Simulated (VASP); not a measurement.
A run of VASP 6.6.1 is set up as follows.

The input INCAR:

```
SYSTEM = Zr2B3
PREC = Accurate
ENCUT = 520
EDIFF = 1E-7
ISMEAR = 0
SIGMA = 0.1
LREAL = .FALSE.
LASPH = .TRUE.
NELM = 80
ALGO = Normal
ISIF = 2
LWAVE = .FALSE.
LCHARG = .FALSE.
GGA = PE
NBANDS = 24
```

The input KPOINTS:

```
regular mesh
0
G
  12 12 8
  0 0 0
```

POSCAR

```
Zr2B3
1.0
    3.9723708874      0.0000000000      0.0000000000
   -1.9861854437      3.4401741017      0.0000000000
    0.0000000000      0.0000000000      4.9695990166
Zr B
2 3
Direct
    0.6666666667      0.3333333333      0.2485644220
    0.3333333333      0.6666666667      0.7514355780
    0.6666666667      0.3333333333      0.7399332364
    0.3333333333      0.6666666667      0.2600667636
    0.0000000000      0.0000000000      0.0000000000
```

Potentials or basis: VASP PAW PBE potentials, release 64 (Zr_sv, B).

Command:

```sh
$ cat potpaw_PBE.64/Zr_sv/POTCAR potpaw_PBE.64/B/POTCAR > POTCAR
$ mpirun -np 1 vasp_std > vasp.out
```

(1) Estimate the pressure.

(2) Estimate the band gap on the k mesh.

Answers

(1) 0.1 GPa.

(2) zero (an odd number of electrons rules out a gap without spin polarisation).
